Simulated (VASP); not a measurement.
Input of a VASP 6.6.1 run:

The input INCAR:

```
SYSTEM = GaGe
PREC = Accurate
ENCUT = 520
EDIFF = 1E-7
ISMEAR = 0
SIGMA = 0.1
LREAL = .FALSE.
LASPH = .TRUE.
NELM = 100
ALGO = Fast
ISIF = 2
LWAVE = .FALSE.
LCHARG = .TRUE.
GGA = PE
LELF = .TRUE.
LVHAR = .TRUE.
NBANDS = 20
```

KPOINTS

```
regular mesh
0
G
  12 12 12
  0 0 0
```

File POSCAR:

```
GaGe
1.0
    0.0000000000      2.8978440000      2.8978440000
    2.8978440000      0.0000000000      2.8978440000
    2.8978440000      2.8978440000      0.0000000000
Ga Ge
1 1
Direct
    0.7499706678      0.7186887907      0.7410951038
    0.0000000000      0.0000000000      0.0000000000
```

Potentials or basis: VASP PAW PBE potentials, release 64 (Ga_d, Ge_d).

Launch:

```bash
$ cat potpaw_PBE.64/Ga_d/POTCAR potpaw_PBE.64/Ge_d/POTCAR > POTCAR
$ mpirun -np 1 vasp_std > vasp.out
```

**Question.** Estimate the pressure.

**Answer.** 0.5 GPa.

**Question.** Predict the largest force.

**Answer.** 0.628 eV/Å.

**Question.** Predict the band gap on the k mesh.

**Answer.** Zero (an odd number of electrons rules out a gap without spin polarisation).

Forces on the atoms (eV/Å):
```
Ga   0.498 -0.081  0.374
Ge  -0.498  0.081 -0.374
```

Caveat: the cell differs from its parent crystal (one atom moved); an odd number of electrons without spin polarisation forces a metal; a magnetic or distorted state may lie lower.
